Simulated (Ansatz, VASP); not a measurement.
# Li2O in VASP and in Ansatz

INCAR

```
SYSTEM = Li2O
PREC = Accurate
ENCUT = 750
EDIFF = 1E-7
ISMEAR = 0
SIGMA = 0.01
LREAL = .False.
LASPH = .True.
NELM = 120
ALGO = Normal
ISIF = 3
LWAVE = .False.
LCHARG = .False.
GGA = PE
IVDW = 13
IBRION = 2
NSW = 80
EDIFFG = -0.01
GGA_COMPAT = .False.
NELMIN = 4
```

KPOINTS

```
regular mesh
0
Gamma
  6 6 6
  0 0 0
```

The input POSCAR:

```
Li2O
1.0
    0.0000000000      2.3050000000      2.3050000000
    2.3050000000      0.0000000000      2.3050000000
    2.3050000000      2.3050000000      0.0000000000
Li O
2 1
Direct
    0.2500000000      0.2500000000      0.2500000000
    0.7500000000      0.7500000000      0.7500000000
    0.0000000000      0.0000000000      0.0000000000
```

Input for Ansatz:

```yaml
crystal:
  lattice:
    - [0.0, 2.305, 2.305]
    - [2.305, 0.0, 2.305]
    - [2.305, 2.305, 0.0]
  atoms:
    - { symbol: Li, position: [0.25, 0.25, 0.25] }
    - { symbol: Li, position: [0.75, 0.75, 0.75] }
    - { symbol: O, position: [0.0, 0.0, 0.0] }
kpoints:
  mp_grid:
    grid: [6, 6, 6]
    shift: [0.0, 0.0, 0.0]
hamiltonian:
  xc: pbe
  dispersion: d4
scf:
  occupations:
    method: fixed
relax:
  max_steps: 60
  cell: {}
```

Alike in both runs: task relaxation of cell and atoms; functional PBE; dispersion D4; k mesh 6 × 6 × 6; no spin polarisation.

|  | VASP | Ansatz |
| --- | --- | --- |
| version | VASP 6.6.1 | Ansatz 0.2.0 |
| potentials or method | VASP PAW PBE potentials, release 64 (Li_sv, O) | plane waves, PAW |
| plane-wave cutoff (eV) | 750 | 420 |
| occupations | gaussian, width 0.01 eV | fixed |
| valence electrons in the cell | 12 | 12 |

Ansatz gave:

* relaxed volume (Å³/atom): 8.08
* relaxed cell length with the largest relative difference (Å): 3.248

Task: What did VASP give for the same quantities?

Result: Relaxed volume (Å³/atom): 8.04; relaxed cell length with the largest relative difference (Å): 3.244.
